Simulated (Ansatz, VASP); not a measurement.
## AlRu in VASP and in Ansatz

```
Al Ru
1.0
     2.97675    0.00000    0.00000
     0.00000    2.97675    0.00000
     0.00000    0.00000    3.02152
Al Ru
1 1
Direct
  0.00000 0.00000 0.00000
  0.50000 0.50000 0.50000
```

Change from the starting cell: z stretched by +1 % at fixed volume, PAW files.

Alike in both runs: task electric field gradients; functional PBE; k mesh 12 × 12 × 12; occupations fermi-dirac, width 0.05 eV; no spin polarisation.

```csv
,VASP,Ansatz
version,VASP 6.6.1,Ansatz 0.2.0
potentials or method,"VASP PAW PBE potentials, release 64 (Al, Ru_pv)","PAW with Ansatz's default frozen-core files, scalar-relativistic"
plane-wave cutoff (eV),520,420
valence electrons in the cell,17,19
```

```tsv
	VASP	Ansatz	Ansatz less VASP
pressure (GPa)	2.5	2.5	+0.03
traceless stress, the component that is largest in VASP (GPa)	-1.79	-1.79	+0.002
size of Vzz on the site where it differs most (V/Å²)	9.1	8.7	-0.47
```

VASP's potentials hold 17 valence electrons a cell and Ansatz's 19, so a difference there can come from the potentials and not from the codes.
